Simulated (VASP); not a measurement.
Ga: single point with r2SCAN

Ga:

```xyz
2
Lattice="1.3831 -3.9874 0.0000 1.3831 3.9874 0.0000 0.0000 0.0000 3.3892" Properties=species:S:1:pos:R:3 pbc="T T T"
Ga    1.3831   -2.9183    0.8473
Ga    1.3831    2.9183    2.5419
```

```json
{
 "Program": "VASP 6.6.1",
 "Task": "single point",
 "Functional": "r2SCAN",
 "Potentials or basis": "VASP PAW PBE potentials, release 64 (Ga_d)",
 "Cutoff": "520 eV",
 "k mesh": "16 × 16 × 14",
 "Occupations": "gaussian, width 0.1 eV",
 "Spin": "no spin polarisation"
}
```

* Pressure: -1.7 GPa
* Band gap on the k mesh: zero (bands 13 and 14 overlap by 8.50 eV)

Stress tensor (GPa, compression positive):
```
-1.69  0.00  0.00
 0.00 -1.76  0.00
 0.00  0.00 -1.65
```

Levels at points of the mesh, in eV from the Fermi level:
```tsv
k point	band 10	band 11	band 12	band 13	band 14	band 15	band 16	band 17
(0.00, 0.00, 0.00)	-15.22	-11.81	-2.12	-1.47	1.20	5.44	10.08	10.56
(0.50, 0.00, 0.00)	-15.24	-6.31	-5.34	-1.48	0.33	5.90	6.75	8.51
(0.50, 0.50, 0.00)	-15.28	-9.69	-8.80	3.56	4.58	5.77	6.04	7.91
(0.00, 0.00, 0.50)	-15.28	-8.31	-8.31	1.68	1.68	2.90	2.90	12.25
(0.50, 0.00, 0.50)	-15.24	-3.03	-3.03	-1.88	-1.88	2.11	2.11	4.84
(0.50, 0.50, 0.50)	-15.36	-6.46	-6.46	-4.59	-4.59	11.40	11.40	12.74
```

Run time: 28 min on 1 thread of Intel Xeon 8259CL (shared host), peak memory 0.45 GiB.

Caveat: the PAW data sets were made with another functional, which shifts forces and pressure a little.
